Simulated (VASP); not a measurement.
Input of a VASP 6.6.1 run:

The input INCAR:

```
  ALGO = Normal
  EDIFF = 1E-6
  ENCUT = 520
  ISIF = 2
  ISMEAR = 0
  LASPH = True
  LCHARG = False
  LREAL = False
  LWAVE = False
  NBANDS = 16
  NELM = 80
  PREC = Accurate
  SIGMA = 0.01
```

Contents of KPOINTS:

```
k-points
0
Gamma
  6 6 6
```

POSCAR

```
GaP
1.0
    0.0000000000      2.7432985392      2.7432985392
    2.7432985392      0.0000000000      2.7432985392
    2.7432985392      2.7432985392      0.0000000000
Ga P
1 1
Direct
    0.0000000000      0.0000000000      0.0000000000
    0.2500000000      0.2500000000      0.2500000000
```

Potentials or basis: VASP PAW LDA potentials, release 64 (Ga_d, P).

Launch:

```sh
$ cat potpaw_LDA.64/Ga_d/POTCAR potpaw_LDA.64/P/POTCAR > POTCAR
$ mpirun -np 1 vasp_std > vasp.out
```

Q: Estimate the pressure.

A: -4.1 GPa.

Q: Predict the band gap on the k mesh.

A: 1.45 eV, indirect (least direct gap 1.47 eV).

A k mesh can miss the band edges. As with any semilocal functional, this LDA gap is likely too small.
